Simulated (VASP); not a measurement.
A run of VASP 6.6.1 is set up as follows.

File INCAR:

```
SYSTEM = Sr
PREC = Accurate ; ENCUT = 520
EDIFF = 1E-6 ; ISMEAR = -1
SIGMA = 0.1 ; LREAL = .FALSE.
LASPH = .TRUE. ; NELM = 60
ALGO = Normal ; ISIF = 2
LWAVE = .FALSE. ; LCHARG = .TRUE.
GGA = RP ; LELF = .TRUE.
LVHAR = .TRUE. ; NBANDS = 11
```

File KPOINTS:

```
Automatic mesh
0
G
  15 15 15
  0 0 0
```

The input POSCAR:

```
Sr
1.0
    0.0000000000      2.9954747286      2.9954747286
    2.9954747286      0.0000000000      2.9954747286
    2.9954747286      2.9954747286      0.0000000000
Sr
1
Direct
    0.0000000000      0.0000000000      0.0000000000
```

Potentials or basis: VASP PAW PBE potentials, release 64 (Sr_sv).

Command:

```console
$ cat potpaw_PBE.64/Sr_sv/POTCAR > POTCAR
$ mpirun -np 1 vasp_std > vasp.out
```

(1) Predict the pressure.

(2) Estimate the band gap on the k mesh.

## Answers

(1) 1.1 GPa.

(2) zero (bands 5 and 6 overlap by 0.02 eV).

Caveat: the PAW data sets were made with another functional, which shifts forces and pressure a little.
